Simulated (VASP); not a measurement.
# LiCl (Fm-3m) in VASP: further runs, part 2 of 2

VASP 6.6.1. Earlier steps stand in the parts before.

**4. Single point, PBE**

This run uses another cell than the first one, of 16.70 Å³/atom.

Input file INCAR:

```
SYSTEM = LiCl
PREC = Accurate
ENCUT = 520
EDIFF = 1E-6
ISMEAR = -1
SIGMA = 0.02
LREAL = .FALSE.
LASPH = .TRUE.
NELM = 100
ALGO = Normal
ISIF = 2
LWAVE = .FALSE.
LCHARG = .FALSE.
GGA = PE
NBANDS = 12
```

Input file KPOINTS:

```
Automatic mesh
0
G
  8 8 8
  0 0 0
```

Input file POSCAR:

```
LiCl
1.0
    0.0000000000      2.5560362741      2.5560362741
    2.5560362741      0.0000000000      2.5560362741
    2.5560362741      2.5560362741      0.0000000000
Li Cl
1 1
Direct
    0.0000000000      0.0000000000      0.0000000000
    0.5000000000      0.5000000000      0.5000000000
```

Potentials or basis: VASP PAW PBE potentials, release 64 (Li_sv, Cl).

On the command line:

```
$ cat potpaw_PBE.64/Li_sv/POTCAR potpaw_PBE.64/Cl/POTCAR > POTCAR
$ mpirun -np 1 vasp_std > vasp.out
```

OUTCAR:

```text
SYSTEM = LiCl
   PREC = Accurate
   ENCUT = 520
   EDIFF = 1E-6
   ISMEAR = -1
   LREAL = .FALSE.
   LASPH = .TRUE.
   NELM = 100
   ISIF = 2
   GGA = PE

 ion  position               nearest neighbor table
   1  0.000  0.000  0.000-   2 2.56   2 2.56   2 2.56   2 2.56   2 2.56   2 2.56
   2  0.500  0.500  0.500-   1 2.56   1 2.56   1 2.56   1 2.56   1 2.56   1 2.56

  LATTYP: Found a face centered cubic cell.
 ALAT       =     5.1120725482

  Lattice vectors:

 A1 = (   0.0000000000,   2.5560362741,   2.5560362741)
 A2 = (   2.5560362741,   0.0000000000,   2.5560362741)
 A3 = (   2.5560362741,   2.5560362741,   0.0000000000)

Analysis of symmetry for initial positions (statically):
=====================================================================
 Subroutine PRICEL returns:
 Original cell was already a primitive cell.

 Routine SETGRP: Setting up the symmetry group for a
 face centered cubic supercell.

 Subroutine GETGRP returns: Found 48 space group operations
 (whereof 48 operations were pure point group operations)
 out of a pool of 48 trial point group operations.

The static configuration has the point symmetry O_h .

Analysis of symmetry for dynamics (positions and initial velocities):
=====================================================================
 Subroutine PRICEL returns:
 Original cell was already a primitive cell.

 Routine SETGRP: Setting up the symmetry group for a
 face centered cubic supercell.

 Subroutine GETGRP returns: Found 48 space group operations
 (whereof 48 operations were pure point group operations)
 out of a pool of 48 trial point group operations.

The dynamic configuration has the point symmetry O_h .

 Subroutine INISYM returns: Found 48 space group operations
 (whereof 48 operations are pure point group operations),
 and found     1 'primitive' translations

----------------------------------------------------------------------------------------

                                     Primitive cell

  volume of cell :      33.3988
[... 117 lines left out ...]
   IVDW    =     0    specifies the selected vdW correction
   LEPSILON=     F    determine dielectric tensor
   LRPA    =     F    only Hartree local field effects (RPA)
 non-spin polarized calculation
  energy-cutoff  :      520.00
  volume of cell :       33.40
 maximum number of plane-waves:       934
   NGX = 13   NGY = 13   NGZ = 13

 number of electron      10.0000003 magnetization

 Free energy of the ion-electron system (eV)
  ---------------------------------------------------
  ext. energy  EPLUGINS =         0.00000000
  ---------------------------------------------------
  free energy    TOTEN  =        -7.38457231 eV

  energy without entropy =       -7.38457231  energy(sigma->0) =       -7.38457231

 E-fermi :   1.0757     XC(G=0):  -8.7751

 val. band max:        0.6566203331   @ k =   0.0000   0.0000   0.0000
 cond. band min:       7.0566401855   @ k =   0.0000   0.0000   0.0000
 fundamental gap:      6.4000198523
 Fermi energy:         1.0756696839

 k-point     1 :       0.0000    0.0000    0.0000
  band No.  band energies     occupation
      1     -42.8481      2.00000
      2     -12.7762      2.00000
      3       0.6566      2.00000
      4       0.6566      2.00000
      5       0.6566      2.00000
      6       7.0566      0.00000
      7      12.6037      0.00000
      8      12.6037      0.00000
      9      12.6037      0.00000
     10      15.2473      0.00000
     11      15.2474      0.00000
     12      15.2549      0.00000
[... 331 lines left out ...]
 k-point    24 :      -0.3750    0.2500    0.1250
  band No.  band energies     occupation
      1     -42.8448      2.00000
      2     -12.0755      2.00000
      3      -1.9237      2.00000
      4      -0.6690      2.00000
      5       0.0686      2.00000
      6       8.8929      0.00000
      7       9.9997      0.00000
      8      11.2292      0.00000
      9      12.4827      0.00000
     10      16.2399      0.00000
     11      16.8547      0.00000
     12      18.9053      0.00000

 [... further k-points ...]

------------------------ aborting loop because EDIFF is reached ----------------------------------------

  FORCE on cell =-STRESS in cart. coord.  units (eV):
  Direction    XX          YY          ZZ          XY          YZ          ZX
  --------------------------------------------------------------------------------------
  -------------------------------------------------------------------------------------
  Total        0.1352040      0.1352040      0.1352040      0.0000000      0.0000000     -0.0000000
  in kB        6.4858804      6.4858804      6.4858804      0.0000000      0.0000000     -0.0000000
  external PRESSURE =       6.4858804 kB  Pullay stress =       0.0000000 kB

 VOLUME and BASIS-vectors are now :
 -----------------------------------------------------------------------------
  energy-cutoff  :      520.00
  volume of cell :       33.40
      direct lattice vectors                 reciprocal lattice vectors
     0.000000000  2.556036274  2.556036274    -0.195615377  0.195615377  0.195615377
     2.556036274  0.000000000  2.556036274     0.195615377 -0.195615377  0.195615377
     2.556036274  2.556036274  0.000000000     0.195615377  0.195615377 -0.195615377

 POSITION                                       TOTAL-FORCE (eV/Angst)
 -----------------------------------------------------------------------------------
      0.00000      0.00000      0.00000        -0.000000      0.000000      0.000000
      2.55604      2.55604      2.55604         0.000000     -0.000000     -0.000000
 -----------------------------------------------------------------------------------
    total drift:                                0.000000      0.000000      0.000000

  FREE ENERGIE OF THE ION-ELECTRON SYSTEM (eV)
  ---------------------------------------------------
  free  energy   TOTEN  =        -7.3845723109 eV

  energy  without entropy=       -7.3845723109  energy(sigma->0) =       -7.38457231
```

stdout:

```text
POSCAR found type information on POSCAR LiCl
 POSCAR found :  2 types and       2 ions
 scaLAPACK will be used
 LDA part: xc-table for (Slater+PW92), standard interpolation
 POSCAR, INCAR and KPOINTS ok, starting setup
 FFT: planning ... GRIDC
 FFT: planning ... GRID_SOFT
 FFT: planning ... GRID
 WAVECAR not read
 entering main loop
```

It took 12 s on 1 thread of Intel Xeon 8259CL, shared host; peak memory 0.15 GiB.

Results:

```
Free energy            : -7.3846 eV
Band gap on the k mesh : 6.40 eV
```

Caveat: the cutoff is under 1.25 times the usual one of these potentials, so pressure, stress and relaxed cells hold a basis-set (Pulay) error.

**5. Single point, LDA**

This run uses another cell than the first one, of 16.70 Å³/atom.

Input file INCAR:

```
SYSTEM = LiCl
ALGO = Normal ; EDIFF = 1E-7
ENCUT = 520 ; GGA = CA
ISIF = 2 ; ISMEAR = 0
LASPH = .True. ; LCHARG = .False.
LREAL = .False. ; LWAVE = .False.
NBANDS = 12 ; NELM = 100
PREC = Accurate ; SIGMA = 0.01
```

Input file KPOINTS:

```
k-points
0
Gamma
  8 8 8
  0 0 0
```

POSCAR is that of step 4.

Potentials or basis: VASP PAW LDA potentials, release 64 (Li_sv, Cl).

On the command line:

```
$ cat potpaw_LDA.64/Li_sv/POTCAR potpaw_LDA.64/Cl/POTCAR > POTCAR
$ mpirun -np 1 vasp_std > vasp.out
```

OUTCAR:

```text
SYSTEM = LiCl
   EDIFF = 1E-7
   ENCUT = 520
   GGA = CA
   ISIF = 2
   ISMEAR = 0
   LASPH = .True.
   LREAL = .False.
   NELM = 100
   PREC = Accurate

 ion  position               nearest neighbor table
   1  0.000  0.000  0.000-   2 2.56   2 2.56   2 2.56   2 2.56   2 2.56   2 2.56
   2  0.500  0.500  0.500-   1 2.56   1 2.56   1 2.56   1 2.56   1 2.56   1 2.56

  LATTYP: Found a face centered cubic cell.
 ALAT       =     5.1120725482

  Lattice vectors:

 A1 = (   0.0000000000,   2.5560362741,   2.5560362741)
 A2 = (   2.5560362741,   0.0000000000,   2.5560362741)
 A3 = (   2.5560362741,   2.5560362741,   0.0000000000)

Analysis of symmetry for initial positions (statically):
=====================================================================
 Subroutine PRICEL returns:
 Original cell was already a primitive cell.

 Routine SETGRP: Setting up the symmetry group for a
 face centered cubic supercell.

 Subroutine GETGRP returns: Found 48 space group operations
 (whereof 48 operations were pure point group operations)
 out of a pool of 48 trial point group operations.

The static configuration has the point symmetry O_h .

Analysis of symmetry for dynamics (positions and initial velocities):
=====================================================================
 Subroutine PRICEL returns:
 Original cell was already a primitive cell.

 Routine SETGRP: Setting up the symmetry group for a
 face centered cubic supercell.

 Subroutine GETGRP returns: Found 48 space group operations
 (whereof 48 operations were pure point group operations)
 out of a pool of 48 trial point group operations.

The dynamic configuration has the point symmetry O_h .

 Subroutine INISYM returns: Found 48 space group operations
 (whereof 48 operations are pure point group operations),
 and found     1 'primitive' translations

----------------------------------------------------------------------------------------

                                     Primitive cell

  volume of cell :      33.3988

  direct lattice vectors                    reciprocal lattice vectors
     0.000000000  2.556036274  2.556036274    -0.195615377  0.195615377  0.195615377
     2.556036274  0.000000000  2.556036274     0.195615377 -0.195615377  0.195615377
     2.556036274  2.556036274  0.000000000     0.195615377  0.195615377 -0.195615377

  length of vectors
     3.614781165  3.614781165  3.614781165     0.338815772  0.338815772  0.338815772

  position of ions in fractional coordinates (direct lattice)
     0.000000000  0.000000000  0.000000000
     0.500000000  0.500000000  0.500000000

  ion indices of the primitive-cell ions
   primitive index   ion index
                 1           1
                 2           2

----------------------------------------------------------------------------------------

 KPOINTS: k-points

Automatic generation of k-mesh.
 Grid dimensions read from file:
 generate k-points for:    8    8    8

 Generating k-lattice:

  Cartesian coordinates                     Fractional coordinates (reciprocal lattice)
[... 22 lines left out ...]
  0.125000  0.125000  0.000000      6.000000
[... 16 lines left out ...]
  0.500000  0.250000  0.125000     48.000000
 -0.375000  0.250000  0.125000     24.000000
 [... further k-points ...]
   k-points           NKPTS =     29   k-points in BZ     NKDIM =     29   number of bands    NBANDS=     12
   number of dos      NEDOS =    301   number of ions     NIONS =      2
   total plane-waves  NPLWV =  21952
   dimension x,y,z NGX =    28 NGY =   28 NGZ =   28
   dimension x,y,z NGXF=    56 NGYF=   56 NGZF=   56
   ions per type =               1   1
   NGX,Y,Z   is equivalent  to a cutoff of  12.88, 12.88, 12.88 a.u.
   NGXF,Y,Z  is equivalent  to a cutoff of  25.75, 25.75, 25.75 a.u.
 SYSTEM =  LiCl
   PREC   = accura    normal or accurate (medium, high low for compatibility)
   ISTART =      0    job   : 0-new  1-cont  2-samecut
   ICHARG =      2    charge: 1-file 2-atom 10-const
   ISPIN  =      1    spin polarized calculation?
   LNONCOLLINEAR =      F non collinear calculations
   LSORBIT =      F    spin-orbit coupling
   LASPH  =      T    aspherical Exc in radial PAW
   ENCUT  =  520.0 eV  38.22 Ry    6.18 a.u.   6.72  6.72  6.72*2*pi/ulx,y,z
   NELM   =    100;   NELMIN=  2; NELMDL= -5     # of ELM steps
   EDIFF  = 0.1E-06   stopping-criterion for ELM
   LREAL  =      F    real-space projection
   EDIFFG = 0.1E-05   stopping-criterion for IOM
   NSW    =      0    number of steps for IOM
   IBRION =     -1    ionic relax: 0-MD 1-quasi-New 2-CG
   NFREE  =      0    steps in history (QN), initial steepest desc. (CG)
   ISIF   =      2    stress and relaxation
   ISYM   =      2    0-nonsym 1-usesym 2-fastsym
   POTIM  = 0.5000    time-step for ionic-motion
   TEBEG  =    0.0;   TEEND  =   0.0 temperature during run
   PSTRESS=    0.0 pullay stress
   NELECT =      10.0000    total number of electrons
   NUPDOWN=      -1.0000    fix difference up-down
   EMIN   =  10.00;   EMAX   =-10.00  energy-range for DOS
   EFERMI =   0.00;   METHOD = LEGACY
   ISMEAR =     0;   SIGMA  =   0.01  broadening in eV -4-tet -1-fermi 0-gaus
   EFERMI_NEDOS =   21; number of points for ismear=-14 and -15
   IALGO  =     38    algorithm
   IMIX   =      4    mixing-type and parameters
     AMIX     =   0.40;   BMIX     =  1.00
     AMIX_MAG =   1.60;   BMIX_MAG =  1.00
  volume/ion in A,a.u.               =      16.70       112.69
  Fermi-wavevector in a.u.,A,eV,Ry     =   1.095211  2.069649 16.320015  1.199487
  Thomas-Fermi vector in A             =   2.231530
   LORBIT       =      0    0 simple, 1 ext, 2 COOP (PROOUT), +10 PAW based schemes
   GGA     = CA    functional components
   LHFCALC =     F    Hartree Fock is set to
   AEXX    =    0.0000 exact exchange contribution
   IVDW    =     0    specifies the selected vdW correction
   LEPSILON=     F    determine dielectric tensor
   LRPA    =     F    only Hartree local field effects (RPA)
 non-spin polarized calculation
 Gauss-broadening in eV      SIGMA  =   0.01
  energy-cutoff  :      520.00
  volume of cell :       33.40
 maximum number of plane-waves:       934
   NGX = 13   NGY = 13   NGZ = 13

 number of electron      10.0000002 magnetization

 Free energy of the ion-electron system (eV)
  ---------------------------------------------------
  ext. energy  EPLUGINS =         0.00000000
  ---------------------------------------------------
  free energy    TOTEN  =        -8.06864429 eV

  energy without entropy =       -8.06864429  energy(sigma->0) =       -8.06864429

 E-fermi :   0.6369     XC(G=0):  -9.2083

 val. band max:        0.5314266603   @ k =   0.0000   0.0000   0.0000
 cond. band min:       6.5955576091   @ k =   0.0000   0.0000   0.0000
 fundamental gap:      6.0641309488
 Fermi energy:         0.6369096275

 k-point     1 :       0.0000    0.0000    0.0000
  band No.  band energies     occupation
      1     -41.9232      2.00000
      2     -12.8309      2.00000
      3       0.5314      2.00000
      4       0.5314      2.00000
      5       0.5314      2.00000
      6       6.5956      0.00000
      7      12.2767      0.00000
      8      12.2767      0.00000
      9      12.2767      0.00000
     10      14.6997      0.00000
     11      14.6997      0.00000
     12      14.6997      0.00000
[... 331 lines left out ...]
 k-point    24 :      -0.3750    0.2500    0.1250
  band No.  band energies     occupation
      1     -41.9193      2.00000
      2     -12.1060      2.00000
      3      -2.1327      2.00000
      4      -0.8488      2.00000
      5      -0.0751      2.00000
      6       8.4483      0.00000
      7       9.6113      0.00000
      8      10.8186      0.00000
      9      12.0900      0.00000
     10      15.8795      0.00000
     11      16.4407      0.00000
     12      18.6873      0.00000

 [... further k-points ...]

------------------------ aborting loop because EDIFF is reached ----------------------------------------

  FORCE on cell =-STRESS in cart. coord.  units (eV):
  Direction    XX          YY          ZZ          XY          YZ          ZX
  --------------------------------------------------------------------------------------
  -------------------------------------------------------------------------------------
  Total       -0.6331010     -0.6331010     -0.6331010      0.0000000      0.0000000     -0.0000000
  in kB      -30.3705402    -30.3705402    -30.3705402      0.0000000      0.0000000     -0.0000000
  external PRESSURE =     -30.3705402 kB  Pullay stress =       0.0000000 kB

 VOLUME and BASIS-vectors are now :
 -----------------------------------------------------------------------------
  energy-cutoff  :      520.00
  volume of cell :       33.40
      direct lattice vectors                 reciprocal lattice vectors
     0.000000000  2.556036274  2.556036274    -0.195615377  0.195615377  0.195615377
     2.556036274  0.000000000  2.556036274     0.195615377 -0.195615377  0.195615377
     2.556036274  2.556036274  0.000000000     0.195615377  0.195615377 -0.195615377

 POSITION                                       TOTAL-FORCE (eV/Angst)
 -----------------------------------------------------------------------------------
      0.00000      0.00000      0.00000        -0.000000     -0.000000     -0.000000
      2.55604      2.55604      2.55604         0.000000      0.000000      0.000000
 -----------------------------------------------------------------------------------
    total drift:                                0.000000      0.000000      0.000000

  FREE ENERGIE OF THE ION-ELECTRON SYSTEM (eV)
  ---------------------------------------------------
  free  energy   TOTEN  =        -8.0686442936 eV

  energy  without entropy=       -8.0686442936  energy(sigma->0) =       -8.06864429
```

OSZICAR:

```text
N       E                     dE             d eps       ncg     rms          rms(c)
DAV:   1     0.387570730872E+02    0.38757E+02   -0.39806E+03   696   0.754E+02
DAV:   2    -0.569918318515E+01   -0.44456E+02   -0.42201E+02   864   0.144E+02
DAV:   3    -0.809548688449E+01   -0.23963E+01   -0.23880E+01   932   0.332E+01
DAV:   4    -0.814407066082E+01   -0.48584E-01   -0.48568E-01   968   0.485E+00
DAV:   5    -0.814448746210E+01   -0.41680E-03   -0.41680E-03   916   0.458E-01    0.236E+00
DAV:   6    -0.807609118470E+01    0.68396E-01   -0.12555E-01   876   0.156E+00    0.163E+00
DAV:   7    -0.806878710428E+01    0.73041E-02   -0.30570E-02  1056   0.855E-01    0.814E-01
DAV:   8    -0.806866037743E+01    0.12673E-03   -0.25423E-03   968   0.335E-01    0.134E-01
DAV:   9    -0.806863518236E+01    0.25195E-04   -0.13018E-04   900   0.763E-02    0.334E-02
DAV:  10    -0.806864451791E+01   -0.93356E-05   -0.10130E-05   816   0.212E-02    0.102E-02
DAV:  11    -0.806864430864E+01    0.20927E-06   -0.17766E-06   864   0.842E-03    0.123E-03
DAV:  12    -0.806864429365E+01    0.14989E-07   -0.65691E-08   552   0.184E-03
   1 F= -.80686443E+01 E0= -.80686443E+01  d E =-.157326E-52
```

stdout:

```text
POSCAR found type information on POSCAR LiCl
 POSCAR found :  2 types and       2 ions
 scaLAPACK will be used
 LDA part: xc-table for (Slater(with rela. corr.)+CA(PZ))
 , standard interpolation
 POSCAR, INCAR and KPOINTS ok, starting setup
 FFT: planning ... GRIDC
 FFT: planning ... GRID_SOFT
 FFT: planning ... GRID
 WAVECAR not read
 entering main loop
```

Run time: 12 s. Hardware: 1 thread of Intel Xeon 8259CL, shared host; peak memory 0.13 GiB.

What came out:

| Quantity | Value |
| --- | --- |
| Free energy | -8.0686 eV |
| Band gap on the k mesh | 6.06 eV |

Levels at points of the mesh, in eV from the valence-band top:
```tsv
k point	band 3	band 4	band 5	band 6	band 7	band 8
(0.00, 0.00, 0.00)	0.00	0.00	0.00	6.06	11.75	11.75
(0.50, 0.00, 0.00)	-2.94	-0.26	-0.26	6.42	9.22	9.22
(0.50, 0.50, 0.00)	-3.04	-1.16	-1.16	7.66	7.99	12.18
```

Caveat: the cutoff is under 1.25 times the usual one of these potentials, so pressure, stress and relaxed cells hold a basis-set (Pulay) error. A k mesh can miss the band edges.

**6. Summary**

```tsv
level	potentials or basis	cell	smearing	gap on the mesh (eV)
PBEsol	VASP PAW PBE potentials, release 64 (Li_sv, Cl)	a = 3.581 Å, angles 60.0°, 2 atoms	fermi-dirac 0.02 eV	6.36
PBE	VASP PAW PBE potentials, release 64 (Li_sv, Cl)	a = 3.641 Å, angles 60.0°, 2 atoms	fermi-dirac 0.02 eV	6.27
PBE	VASP PAW PBE potentials, release 64 (Li_sv, Cl)	a = 3.615 Å, angles 60.0°, 2 atoms	fermi-dirac 0.02 eV	6.40
LDA	VASP PAW LDA potentials, release 64 (Li_sv, Cl)	a = 3.615 Å, angles 60.0°, 2 atoms	gaussian 0.01 eV	6.06
```

Alike in all rows: task single point; no spin polarisation; k mesh 8 × 8 × 8; cutoff (eV) 520.

Caveats: the cutoff is under 1.25 times the usual one of these potentials, so pressure, stress and relaxed cells hold a basis-set (Pulay) error; the PAW data sets were made with another functional, which shifts forces and pressure a little (at least some runs).

Absolute energies hang on the potentials; compare differences alone.
